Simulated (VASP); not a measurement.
Wanted: the native input for a VASP 6.6.1 run.

```
Task                   : single point
Functional             : PBE
Dispersion             : D3(BJ)
Potentials or basis    : VASP PAW PBE potentials, release 64 (C_h, N_h, H_h, O_h)
Cutoff                 : 1000 eV
k mesh                 : 1 × 1 × 1
Occupations            : fermi-dirac, width 0.02 eV
Spin                   : no spin polarisation
Dipole correction      : no
Further INCAR settings : LREAL = Auto; ALGO = Normal; EDIFF = 1e-06; NBANDS = 67
```

The structure of H3C3NO2 lies in POSCAR:

```
H3C3NO2
1.0
    7.4476350000      0.0000000000      0.0000000000
    0.0000000000      7.4476350000      0.0000000000
    0.0000000000      0.0000000000      7.4476350000
C N H O
9 3 9 6
Direct
    0.7702445139      0.7581869949      0.6609883540
    0.7782470543      0.9533093391      0.6948917341
    0.4718142068      0.0868060801      0.3056540768
    0.5771630860      0.0037595827      0.1731959206
   -0.0632549796      0.2552756680      0.3347102805
    0.0952114329      0.3796910026      0.3573751936
    0.2396868268      0.7738563987      0.5804258667
    0.3418669148      0.2281395369      0.8070347164
    0.6587460315      0.4928678701      0.1047043793
    0.7741249403      1.1077073460      0.7258545834
    0.6739186332     -0.0912638710      0.0843757784
    0.2031920200      0.4740431023      0.4098347999
    0.8122444239      0.7455386844      0.5200040013
    0.8799034861      0.6728713209      0.7250758127
    0.6440836588      0.6954288173      0.6965432651
    0.3521520590      0.0064584261      0.2977455259
    0.5496644237      0.0803476540      0.4320297652
    0.4532982618      0.2217885275      0.2718849675
   -0.0128631438      0.1336263122      0.2754297170
   -0.1345662079      0.2046689990      0.4587496568
   -0.1463014769      0.3069027953      0.2249170374
    0.3433976021      0.7335080197      0.6840560795
    0.1345930621      0.8285851817      0.4761914353
    0.3948770314      0.1125323677      0.7203494801
    0.2957314637      0.3520714965      0.8953714837
    0.7208865633      0.4422746281     -0.0364142443
    0.5956790310      0.5270532189      0.2466823361
```

One way to write it, as run:

INCAR

```
SYSTEM = H3C3NO2
ALGO = Normal ; EDIFF = 1E-6
ENCUT = 1000 ; GGA = PE
GGA_COMPAT = .FALSE. ; ISIF = 2
ISMEAR = -1 ; IVDW = 12
LASPH = .TRUE. ; LCHARG = .FALSE.
LREAL = Auto ; LWAVE = .FALSE.
NBANDS = 67 ; NELM = 120
PREC = Accurate ; SIGMA = 0.02
```

KPOINTS

```
k-points
0
G
  1 1 1
  0 0 0
```

Potentials or basis: VASP PAW PBE potentials, release 64 (C_h, N_h, H_h, O_h).

Launch:

```console
$ cat potpaw_PBE.64/C_h/POTCAR potpaw_PBE.64/N_h/POTCAR potpaw_PBE.64/H_h/POTCAR potpaw_PBE.64/O_h/POTCAR > POTCAR
$ mpirun -np 1 vasp_gam > vasp.out
```

It gave:

```
Pressure                   : 0.2 GPa
Largest force              : 6.636 eV/Å
Dispersion energy per atom : -0.050 eV
```

Caveat: the k points lie up to 0.84 Å⁻¹ apart, too coarse for converged energies, forces and pressures; the atoms stand as in a frame of molecular dynamics.

Run time: 99 s on 1 thread of Intel(R) Xeon(R) 6975P-C (Granite Rapids), on a shared host, peak memory 0.95 GiB.
